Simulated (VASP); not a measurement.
# Pd in VASP: notebook, part 2 of 2

VASP 6.6.1. The steps go on from the part before.

**4. Single point, PBE (strain +0.025 along x and y, +0.025 along z)**

INCAR

```
SYSTEM = Pd
ALGO = Normal
EDIFF = 1E-6
ENCUT = 520
GGA = PE
ISIF = 2
ISMEAR = 0
LASPH = .TRUE.
LCHARG = .FALSE.
LREAL = .FALSE.
LWAVE = .FALSE.
NBANDS = 11
NELM = 80
PREC = Accurate
SIGMA = 0.15
```

KPOINTS

```
k-points
0
G
  8 8 8
  0 0 0
```

POSCAR

```
Pd
1.0
    0.0000000000      1.9935225000      1.9935225000
    1.9935225000      0.0000000000      1.9935225000
    1.9935225000      1.9935225000      0.0000000000
Pd
1
Direct
    0.0000000000      0.0000000000      0.0000000000
```

Potentials or basis: VASP PAW PBE potentials, release 64 (Pd).

Started as:

```console
$ cat potpaw_PBE.64/Pd/POTCAR > POTCAR
$ mpirun -np 1 vasp_std > vasp.out
```

OUTCAR:

```text
SYSTEM = Pd
   EDIFF = 1E-6
   ENCUT = 520
   GGA = PE
   ISIF = 2
   ISMEAR = 0
   LASPH = .TRUE.
   LREAL = .FALSE.
   NELM = 80
   PREC = Accurate

 ion  position               nearest neighbor table
   1  0.000  0.000  0.000-

  LATTYP: Found a face centered cubic cell.
 ALAT       =     3.9870450000

  Lattice vectors:

 A1 = (   0.0000000000,   1.9935225000,   1.9935225000)
 A2 = (   1.9935225000,   0.0000000000,   1.9935225000)
 A3 = (   1.9935225000,   1.9935225000,   0.0000000000)

Analysis of symmetry for initial positions (statically):
=====================================================================
 Subroutine PRICEL returns:
 Original cell was already a primitive cell.

 Routine SETGRP: Setting up the symmetry group for a
 face centered cubic supercell.

 Subroutine GETGRP returns: Found 48 space group operations
 (whereof 48 operations were pure point group operations)
 out of a pool of 48 trial point group operations.

The static configuration has the point symmetry O_h .

Analysis of symmetry for dynamics (positions and initial velocities):
=====================================================================
 Subroutine PRICEL returns:
 Original cell was already a primitive cell.

 Routine SETGRP: Setting up the symmetry group for a
 face centered cubic supercell.

 Subroutine GETGRP returns: Found 48 space group operations
 (whereof 48 operations were pure point group operations)
 out of a pool of 48 trial point group operations.

The dynamic configuration has the point symmetry O_h .

 Subroutine INISYM returns: Found 48 space group operations
 (whereof 48 operations are pure point group operations),
 and found     1 'primitive' translations

----------------------------------------------------------------------------------------

                                     Primitive cell

  volume of cell :      15.8450

  direct lattice vectors                    reciprocal lattice vectors
     0.000000000  1.993522500  1.993522500    -0.250812318  0.250812318  0.250812318
     1.993522500  0.000000000  1.993522500     0.250812318 -0.250812318  0.250812318
     1.993522500  1.993522500  0.000000000     0.250812318  0.250812318 -0.250812318

  length of vectors
     2.819266556  2.819266556  2.819266556     0.434419679  0.434419679  0.434419679

  position of ions in fractional coordinates (direct lattice)
     0.000000000  0.000000000  0.000000000

  ion indices of the primitive-cell ions
   primitive index   ion index
                 1           1

----------------------------------------------------------------------------------------

 KPOINTS: k-points

Automatic generation of k-mesh.
 Grid dimensions read from file:
 generate k-points for:    8    8    8

 Generating k-lattice:

  Cartesian coordinates                     Fractional coordinates (reciprocal lattice)
    -0.031351540  0.031351540  0.031351540     0.125000000  0.000000000  0.000000000
     0.031351540 -0.031351540  0.031351540     0.000000000  0.125000000  0.000000000
     0.031351540  0.031351540 -0.031351540     0.000000000  0.000000000  0.125000000

  Length of vectors
     0.054302460  0.054302460  0.054302460

  Shift w.r.t. Gamma in fractional coordinates (k-lattice)
     0.000000000  0.000000000  0.000000000

 Subroutine IBZKPT returns following result:
 ===========================================

 Found     29 irreducible k-points:

 Following reciprocal coordinates:
            Coordinates               Weight
  0.000000  0.000000  0.000000      1.000000
  0.125000  0.000000  0.000000      8.000000
  0.250000  0.000000  0.000000      8.000000
  0.375000  0.000000  0.000000      8.000000
  0.500000  0.000000  0.000000      4.000000
  0.125000  0.125000  0.000000      6.000000
[... 16 lines left out ...]
  0.500000  0.250000  0.125000     48.000000
 -0.375000  0.250000  0.125000     24.000000
 [... further k-points ...]
   k-points           NKPTS =     29   k-points in BZ     NKDIM =     29   number of bands    NBANDS=     11
   number of dos      NEDOS =    301   number of ions     NIONS =      1
   total plane-waves  NPLWV =  13824
   dimension x,y,z NGX =    24 NGY =   24 NGZ =   24
   dimension x,y,z NGXF=    48 NGYF=   48 NGZF=   48
   ions per type =               1
   NGX,Y,Z   is equivalent  to a cutoff of  14.15, 14.15, 14.15 a.u.
   NGXF,Y,Z  is equivalent  to a cutoff of  28.30, 28.30, 28.30 a.u.
 SYSTEM =  Pd
   PREC   = accura    normal or accurate (medium, high low for compatibility)
   ISTART =      0    job   : 0-new  1-cont  2-samecut
   ICHARG =      2    charge: 1-file 2-atom 10-const
   ISPIN  =      1    spin polarized calculation?
   LNONCOLLINEAR =      F non collinear calculations
   LSORBIT =      F    spin-orbit coupling
   LASPH  =      T    aspherical Exc in radial PAW
   ENCUT  =  520.0 eV  38.22 Ry    6.18 a.u.   5.24  5.24  5.24*2*pi/ulx,y,z
   NELM   =     80;   NELMIN=  2; NELMDL= -5     # of ELM steps
   EDIFF  = 0.1E-05   stopping-criterion for ELM
   LREAL  =      F    real-space projection
   EDIFFG = 0.1E-04   stopping-criterion for IOM
   NSW    =      0    number of steps for IOM
   IBRION =     -1    ionic relax: 0-MD 1-quasi-New 2-CG
   NFREE  =      0    steps in history (QN), initial steepest desc. (CG)
   ISIF   =      2    stress and relaxation
   ISYM   =      2    0-nonsym 1-usesym 2-fastsym
   POTIM  = 0.5000    time-step for ionic-motion
   TEBEG  =    0.0;   TEEND  =   0.0 temperature during run
   PSTRESS=    0.0 pullay stress
   NELECT =      10.0000    total number of electrons
   NUPDOWN=      -1.0000    fix difference up-down
   EMIN   =  10.00;   EMAX   =-10.00  energy-range for DOS
   EFERMI =   0.00;   METHOD = LEGACY
   ISMEAR =     0;   SIGMA  =   0.15  broadening in eV -4-tet -1-fermi 0-gaus
   EFERMI_NEDOS =   21; number of points for ismear=-14 and -15
   IALGO  =     38    algorithm
   IMIX   =      4    mixing-type and parameters
     AMIX     =   0.40;   BMIX     =  1.00
     AMIX_MAG =   1.60;   BMIX_MAG =  1.00
  volume/ion in A,a.u.               =      15.85       106.93
  Fermi-wavevector in a.u.,A,eV,Ry     =   1.404248  2.653643 26.829482  1.971911
  Thomas-Fermi vector in A             =   2.526828
   LORBIT       =      0    0 simple, 1 ext, 2 COOP (PROOUT), +10 PAW based schemes
   GGA     = PE    functional components
   LHFCALC =     F    Hartree Fock is set to
   AEXX    =    0.0000 exact exchange contribution
   IVDW    =     0    specifies the selected vdW correction
   LEPSILON=     F    determine dielectric tensor
   LRPA    =     F    only Hartree local field effects (RPA)
 non-spin polarized calculation
 Gauss-broadening in eV      SIGMA  =   0.15
  energy-cutoff  :      520.00
  volume of cell :       15.85
 maximum number of plane-waves:       444
 NGX is ok and might be reduce to    24
   NGX = 11   NGY = 11   NGZ = 11

 number of electron      10.0000001 magnetization

 Free energy of the ion-electron system (eV)
  ---------------------------------------------------
  ext. energy  EPLUGINS =         0.00000000
  ---------------------------------------------------
  free energy    TOTEN  =        -5.20404376 eV

  energy without entropy =       -5.17941510  energy(sigma->0) =       -5.19172943

 E-fermi :   8.7107     XC(G=0): -12.7369

 val. band max:        8.7012430250   @ k =   0.5000   0.2500   0.0000
 cond. band min:       8.7827948153   @ k =   0.5000   0.3750   0.0000
 fundamental gap:      0.0815517903
 Fermi energy:         8.7106822545

 k-point     1 :       0.0000    0.0000    0.0000
  band No.  band energies     occupation
      1       2.0230      2.00000
      2       6.1204      2.00000
      3       6.1204      2.00000
      4       6.1204      2.00000
      5       7.5494      2.00000
      6       7.5494      2.00000
      7      25.7566      0.00000
      8      30.1224      0.00000
      9      30.1224      0.00000
     10      30.1224      0.00000
     11      34.9177      0.00000

 k-point     2 :       0.1250    0.0000    0.0000
  band No.  band energies     occupation
      1       2.5390      2.00000
      2       5.9722      2.00000
      3       6.2751      2.00000
      4       6.2751      2.00000
      5       7.4927      2.00000
      6       7.4927      2.00000
      7      26.0109      0.00000
      8      27.4970      0.00000
      9      30.6241      0.00000
     10      30.6241      0.00000
     11      34.8009      0.00000
[... 295 lines left out ...]
 k-point    24 :      -0.3750    0.2500    0.1250
  band No.  band energies     occupation
      1       4.7375      2.00000
      2       5.4245      2.00000
      3       6.4863      2.00000
      4       6.8985      2.00000
      5       8.5056      1.94680
      6      13.2952      0.00000
      7      15.5312      0.00000
      8      23.7654      0.00000
      9      23.8913      0.00000
     10      29.2367      0.00000
     11      34.5831      0.00000

 [... further k-points ...]
[... 5 lines left out ...]
  --------------------------------------------------------------------------------------
  -------------------------------------------------------------------------------------
  Total       -0.4647690     -0.4647690     -0.4647690     -0.0000000     -0.0000000      0.0000000
  in kB      -46.9952915    -46.9952915    -46.9952915     -0.0000000     -0.0000000      0.0000000
  external PRESSURE =     -46.9952915 kB  Pullay stress =       0.0000000 kB

 VOLUME and BASIS-vectors are now :
 -----------------------------------------------------------------------------
  energy-cutoff  :      520.00
  volume of cell :       15.85
      direct lattice vectors                 reciprocal lattice vectors
     0.000000000  1.993522500  1.993522500    -0.250812318  0.250812318  0.250812318
     1.993522500  0.000000000  1.993522500     0.250812318 -0.250812318  0.250812318
     1.993522500  1.993522500  0.000000000     0.250812318  0.250812318 -0.250812318

 POSITION                                       TOTAL-FORCE (eV/Angst)
 -----------------------------------------------------------------------------------
      0.00000      0.00000      0.00000        -0.000000     -0.000000     -0.000000
 -----------------------------------------------------------------------------------
    total drift:                               -0.000000      0.000000     -0.000000

  FREE ENERGIE OF THE ION-ELECTRON SYSTEM (eV)
  ---------------------------------------------------
  free  energy   TOTEN  =        -5.2040437632 eV

  energy  without entropy=       -5.1794151026  energy(sigma->0) =       -5.19172943
```

stdout:

```text
POSCAR found type information on POSCAR Pd
 POSCAR found :  1 types and       1 ions
 scaLAPACK will be used
 LDA part: xc-table for (Slater+PW92), standard interpolation
 POSCAR, INCAR and KPOINTS ok, starting setup
 FFT: planning ... GRIDC
 FFT: planning ... GRID_SOFT
 FFT: planning ... GRID
 WAVECAR not read
 entering main loop
```

It took 4.5 s on 1 thread of AMD EPYC 9R14 (Zen 4), shared host; peak memory 0.11 GiB.

What came out:

```
Free energy            : -5.2040 eV
Pressure               : -4.7 GPa
Band gap on the k mesh : zero (band 5 reaches 8.90 eV, above the bottom of band 6 at 7.49 eV)
```

Caveat: the cell differs from its parent crystal (strain +0.025 along x and y, +0.025 along z).

**5. Single point, PBE (strain +0.050 along x and y, +0.050 along z)**

INCAR: that of step 4 with these lines changed.

```diff
@@ -1,3 +1,3 @@
 SYSTEM = Pd
-ALGO = Normal
+ALGO = Fast
 EDIFF = 1E-6
```

KPOINTS is that of step 4.

POSCAR

```
Pd
1.0
    0.0000000000      2.0421450000      2.0421450000
    2.0421450000      0.0000000000      2.0421450000
    2.0421450000      2.0421450000      0.0000000000
Pd
1
Direct
    0.0000000000      0.0000000000      0.0000000000
```

Started as:

```console
$ cat potpaw_PBE.64/Pd/POTCAR > POTCAR
$ mpirun -np 1 vasp_std > vasp.out
```

Run time: 4.3 s. Hardware: 1 thread of AMD EPYC 9R14 (Zen 4), shared host; peak memory 0.11 GiB.

It converged, with:

```
Free energy            : -5.1367 eV
Pressure               : -12.9 GPa
Band gap on the k mesh : zero (band 5 reaches 7.78 eV, above the bottom of band 6 at 6.54 eV)
```

Levels at points of the mesh, in eV from the Fermi level:
```csv
k point,band 3,band 4,band 5,band 6,band 7,band 8
"(0.00, 0.00, 0.00)",-2.30,-2.30,-1.03,-1.03,16.95,20.91
"(0.50, 0.00, 0.00)",-2.33,-0.08,-0.08,1.25,6.20,16.27
"(0.50, 0.50, 0.00)",-0.11,0.16,0.16,3.30,9.31,12.35
```

Caveat: the cell differs from its parent crystal (strain +0.050 along x and y, +0.050 along z).

**6. Single point, PBE (strain -0.050 along x and y, +0.000 along z)**

INCAR

```
PREC = Accurate
ENCUT = 520
EDIFF = 1E-6
ISMEAR = 0
SIGMA = 0.15
LREAL = False
LASPH = True
NELM = 60
ALGO = Fast
ISIF = 2
LWAVE = False
LCHARG = True
GGA = PE
LELF = True
LVHAR = True
NBANDS = 11
```

KPOINTS

```
regular mesh
0
Gamma
  8 8 8
```

POSCAR

```
Pd
1.0
    0.0000000000      1.8476550000      1.9449000000
    1.8476550000      0.0000000000      1.9449000000
    1.8476550000      1.8476550000      0.0000000000
Pd
1
Direct
    0.0000000000      0.0000000000      0.0000000000
```

Potentials or basis: VASP PAW PBE potentials, release 64 (Pd).

Started as:

```console
$ cat potpaw_PBE.64/Pd/POTCAR > POTCAR
$ mpirun -np 1 vasp_std > vasp.out
```

Run time: 6.3 s. Hardware: 1 thread of AMD EPYC 9R14 (Zen 4), shared host; peak memory 0.1 GiB.

The run converged. Its results:

```
Free energy            : -5.0012 eV
Pressure               : 36.4 GPa
Band gap on the k mesh : zero (band 5 reaches 12.30 eV, above the bottom of band 6 at 10.37 eV)
```

Stress tensor (GPa, compression positive):
```
37.94  0.00  0.00
 0.00 37.94  0.00
 0.00  0.00 33.19
```

Levels at points of the mesh, in eV from the Fermi level:
```csv
k point,band 2,band 3,band 4,band 5,band 6,band 7,band 8,band 9
"(0.00, 0.00, 0.00)",-3.82,-3.24,-3.24,-1.86,-1.24,17.12,21.50,22.95
"(0.50, 0.00, 0.00)",-3.77,-3.25,-0.21,0.02,0.68,8.15,16.38,21.61
"(0.50, 0.50, 0.00)",-6.12,-0.10,0.27,0.27,2.54,10.87,14.35,14.35
"(0.50, 0.00, 0.50)",-6.10,-0.16,0.07,0.51,3.62,12.32,13.15,13.59
```

Caveat: the k points lie up to 0.36 Å⁻¹ apart; the cell differs from its parent crystal (strain -0.050 along x and y, +0.000 along z).

**7. Overview**

```csv
cell,gap on the mesh (eV),pressure (GPa)
"a = 2.613 Å, angles 60.0°, 1 atom",none,56.2
"a = 2.682 Å, angles 60.0°, 1 atom",none,27.6
"a = 2.819 Å, angles 60.0°, 1 atom",none,-4.7
"a = 2.888 Å, angles 60.0°, 1 atom",none,-12.9
"a = 2.683, b = 2.683, c = 2.613 Å, angles 60.9, 60.9, 58.3°, 1 atom",none,36.4
```

Alike in all rows: task single point; level PBE; potentials or basis VASP PAW PBE potentials, release 64 (Pd); no spin polarisation; k mesh 8 × 8 × 8; cutoff (eV) 520; smearing gaussian 0.15 eV.

Caveats: some runs use coarse meshes.

Absolute energies hang on the potentials; compare differences alone.
